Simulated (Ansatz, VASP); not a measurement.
## Ir in VASP and in Ansatz

Contents of INCAR:

```
SYSTEM = Ir
ALGO = Normal
EDIFF = 1E-6
ENCUT = 500
GGA = PE
GGA_COMPAT = .False.
ISIF = 2
ISMEAR = 0
LASPH = .True.
LCHARG = .False.
LREAL = .False.
LWAVE = .False.
NBANDS = 78
NELM = 120
PREC = Accurate
SIGMA = 0.15
```

File KPOINTS:

```
k-points
0
Gamma
  6 6 6
  0 0 0
```

The input POSCAR:

```
Ir
1.0
    1.3756889473     -2.3827631521      4.4622900000
    1.3756889473     -2.3827631521     -4.4622900000
    2.7513778946      4.7655263042      0.0000000000
Ir
8
Direct
   -0.1052615569      0.2315447406      0.2804922251
    0.5223415027      0.8005365544      0.2893436636
    0.1872755828      0.3865430863      0.9155914558
    0.4688455041      0.7271753140      0.8594439181
    0.5622745355      0.2735349707      0.1941099293
    0.9730175155      0.7264825668      0.1872540774
    0.4827530840      0.2557938473      0.6622407402
    0.9087538322      0.5983889198      0.6115239905
```

Input for Ansatz:

```yaml
crystal:
  lattice:
    - [1.3756889473, -2.3827631521, 4.46229]
    - [1.3756889473, -2.3827631521, -4.46229]
    - [2.7513778946, 4.7655263042, 0.0]
  atoms:
    - { symbol: Ir, position: [-0.1052615569, 0.2315447406, 0.2804922251] }
    - { symbol: Ir, position: [0.5223415027, 0.8005365544, 0.2893436636] }
    - { symbol: Ir, position: [0.1872755828, 0.3865430863, 0.9155914558] }
    - { symbol: Ir, position: [0.4688455041, 0.727175314, 0.8594439181] }
    - { symbol: Ir, position: [0.5622745355, 0.2735349707, 0.1941099293] }
    - { symbol: Ir, position: [0.9730175155, 0.7264825668, 0.1872540774] }
    - { symbol: Ir, position: [0.482753084, 0.2557938473, 0.6622407402] }
    - { symbol: Ir, position: [0.9087538322, 0.5983889198, 0.6115239905] }
basis:
  ecutwfc: 420
kpoints:
  mp_grid: { grid: [6, 6, 6] }
hamiltonian:
  xc: pbe
scf:
  occupations: { method: gaussian, width: 0.15 }
output:
  forces: true
  stress: true
  eigenvalues: true
```

Change from the starting cell: all atoms moved at random (sigma 0.3 Å a component).

Alike in both runs: task single point; functional PBE; k mesh 6 × 6 × 6; occupations gaussian, width 0.15 eV; no spin polarisation.

```csv
,VASP,Ansatz
version,VASP 6.6.1,Ansatz 0.2.0
potentials or method,"VASP PAW PBE potentials, release 64 (Ir_sv_GW), cutoff 500 eV","scalar-relativistic, plane waves, PAW"
valence electrons in the cell,136,136
```

```csv
,VASP,Ansatz,Ansatz less VASP
gap on the k mesh at the Fermi level (eV),none,none,-
rms of the force components (eV/Å),18.713,18.370,-0.3429
```

Atom by atom the forces differ by 0.357 eV/Å (rms over components). A gap of «none» marks a metal or a gap that the smearing closes.

Neither program's run includes spin-orbit coupling.
